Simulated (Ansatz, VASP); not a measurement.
## La in VASP and in Ansatz

File INCAR:

```
PREC     = Accurate       # precision mode
ENCUT    = 520            # plane-wave cutoff, eV
EDIFF    = 1E-7           # SCF threshold, eV
ISMEAR   = -1             # smearing method
SIGMA    = 0.08           # smearing width, eV
LREAL    = F              # projectors in reciprocal space
LASPH    = T              # aspherical terms in the spheres
NELM     = 80             # most SCF steps
ALGO     = Normal         # electronic algorithm
ISIF     = 2              # what is computed and relaxed
LWAVE    = F              # write WAVECAR
LCHARG   = F              # write CHGCAR
GGA      = PE             # functional
NBANDS   = 18             # bands
```

File KPOINTS:

```
Automatic mesh
0
Gamma
  13 13 7
```

Contents of POSCAR:

```
La
1.0
    2.9544917316      0.0000000000      0.0000000000
   -1.4772458658      2.5586648949      0.0000000000
    0.0000000000      0.0000000000      4.9847571243
La
2
Direct
    0.3333333333      0.6666666667      0.2500000000
    0.6666666667      0.3333333333      0.7500000000
```

Input for Ansatz:

```yaml
crystal:
  lattice:
    - [2.9544917316, 0.0, 0.0]
    - [-1.4772458658, 2.5586648949, 0.0]
    - [0.0, 0.0, 4.9847571243]
  atoms:
    - { symbol: La, position: [0.3333333333, 0.6666666667, 0.25] }
    - { symbol: La, position: [0.6666666667, 0.3333333333, 0.75] }
kpoints:
  mp_grid: { grid: [13, 13, 7] }
scf:
  occupations: { method: fermi_dirac, width: 0.08 }
hamiltonian:
  xc: pbe
  pseudopotentials: { kind: all_electron, lapw: { basis_error: 0.001 } }
output:
  forces: true
  stress: true
  eigenvalues: true
  populations: true
```

Change from the starting cell: volume scaled by 0.5, LAPW.

Alike in both runs: task single point; functional PBE; k mesh 13 × 13 × 7; occupations fermi-dirac, width 0.08 eV; no spin polarisation.

|  | VASP | Ansatz |
| --- | --- | --- |
| version | VASP 6.6.1 | Ansatz 0.2.0 |
| potentials or method | VASP PAW PBE potentials, release 64 (La), cutoff 520 eV | all-electron LAPW, scalar-relativistic |

|  | VASP | Ansatz | Ansatz less VASP |
| --- | --- | --- | --- |
| pressure (GPa) | 52.7 | 52.5 | -0.20 |

Both programs put the cell under a high pressure, so it lies far from rest at this level. Ansatz ran all-electron here, and VASP with PAW potentials.

Neither program's run includes spin-orbit coupling.
